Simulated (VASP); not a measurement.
Here is a VASP 6.6.1 calculation.

The input INCAR:

```
SYSTEM = Se
ALGO     = Normal         ! electronic algorithm
EDIFF    = 1E-6           ! SCF threshold, eV
ENCUT    = 520            ! plane-wave cutoff, eV
GGA      = PE             ! functional
ISIF     = 2              ! what is computed and relaxed
ISMEAR   = 0              ! smearing method
IVDW     = 12             ! dispersion correction
LASPH    = .True.         ! aspherical terms in the spheres
LCHARG   = .False.        ! write CHGCAR
LREAL    = .False.        ! projectors in reciprocal space
LWAVE    = .False.        ! write WAVECAR
NBANDS   = 16             ! bands
NELM     = 80             ! most SCF steps
PREC     = Accurate       ! precision mode
SIGMA    = 0.05           ! smearing width, eV
```

File KPOINTS:

```
k-points
0
Gamma
  9 9 8
  0 0 0
```

The input POSCAR:

```
Se
1.0
    3.8282306585      0.0000000000      0.0000000000
   -1.9141153292      3.3153450018      0.0000000000
    0.0000000000      0.0000000000      5.7905816940
Se
3
Direct
    0.2627083307      0.0000000000      0.3333333333
    0.0000000000      0.2627083307      0.6666666667
    0.7372916693      0.7372916693      0.0000000000
```

Potentials or basis: VASP PAW PBE potentials, release 64 (Se).

Command:

```console
$ cat potpaw_PBE.64/Se/POTCAR > POTCAR
$ mpirun -np 1 vasp_std > vasp.out
```

Question: What does it give for the pressure?

Answer: -5.4 GPa.

Question: Estimate the largest force.

Answer: 0.447 eV/Å.

Question: What does it give for the band gap on the k mesh?

Answer: Zero (filled and empty bands touch).

Forces on the atoms (eV/Å):
```
Se  -0.447  0.000  0.000
Se   0.223 -0.387  0.000
Se   0.223  0.387  0.000
```

Caveat: pairwise dispersion overbinds metals, which lowers pressure and volume.
